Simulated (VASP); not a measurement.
A run of VASP 6.6.1:

The input INCAR:

```
PREC = Accurate
ENCUT = 520
EDIFF = 1E-6
ISMEAR = 0
SIGMA = 0.05
LREAL = F
LASPH = T
NELM = 100
ALGO = Normal
ISIF = 2
LWAVE = F
LCHARG = T
GGA = PS
LELF = T
LVHAR = T
NBANDS = 16
```

Contents of KPOINTS:

```
regular mesh
0
Gamma
  8 8 8
```

Contents of POSCAR:

```
GaAs
1.0
    0.0000000000      2.8678638589      2.8678638589
    2.8678638589      0.0000000000      2.8678638589
    2.8678638589      2.8678638589      0.0000000000
Ga As
1 1
Direct
    0.0000000000      0.0000000000      0.0000000000
    0.7500000000      0.7500000000      0.7500000000
```

Potentials or basis: VASP PAW PBE potentials, release 64 (Ga_d, As).

Command:

```bash
$ cat potpaw_PBE.64/Ga_d/POTCAR potpaw_PBE.64/As/POTCAR > POTCAR
$ mpirun -np 1 vasp_std > vasp.out
```

Hardware: 1 thread of AMD EPYC 9R14 (Zen 4), on a shared host.

How long does it take, and how much memory?

Wall time 18 s on 1 thread of AMD EPYC 9R14 (Zen 4) (shared host), peak memory 0.14 GiB. Counts: scf iterations 12, k points 29.
